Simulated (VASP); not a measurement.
## CdO (lda): single point with LDA

CdO (lda):

```xyz
2
Lattice="0.0000 2.0814 2.0814 2.0814 0.0000 2.0814 2.0814 2.0814 0.0000" Properties=species:S:1:pos:R:3 pbc="T T T"
Cd    0.0000    0.0000    0.0000
O     2.0814    2.0814    2.0814
```

- Program: VASP 6.6.1
- Task: single point
- Functional: LDA
- Potentials or basis: VASP PAW LDA potentials, release 64 (Cd, O)
- Cutoff: 600 eV
- k mesh: 14 × 14 × 14
- Occupations: gaussian, width 0.01 eV
- Spin: no spin polarisation

```
Pressure               : 121.7 GPa
Band gap on the k mesh : 0.33 eV, indirect (least direct gap 3.77 eV)
```

Levels at points of the mesh, in eV from the valence-band top:
```csv
k point,band 7,band 8,band 9,band 10,band 11,band 12
"(0.00, 0.00, 0.00)",-3.43,-3.43,-3.43,0.33,14.55,19.39
"(0.50, 0.00, 0.00)",-4.86,0.00,0.00,4.02,9.72,13.17
"(0.50, 0.50, 0.00)",-5.45,-4.89,-4.89,5.11,9.70,12.40
```

Run time: 17 s on 1 thread of Intel(R) Xeon(R) Platinum 8259CL CPU @ 2.50GHz (Skylake/Cascade Lake), on a shared host, peak memory 0.15 GiB.

A k mesh can miss the band edges.
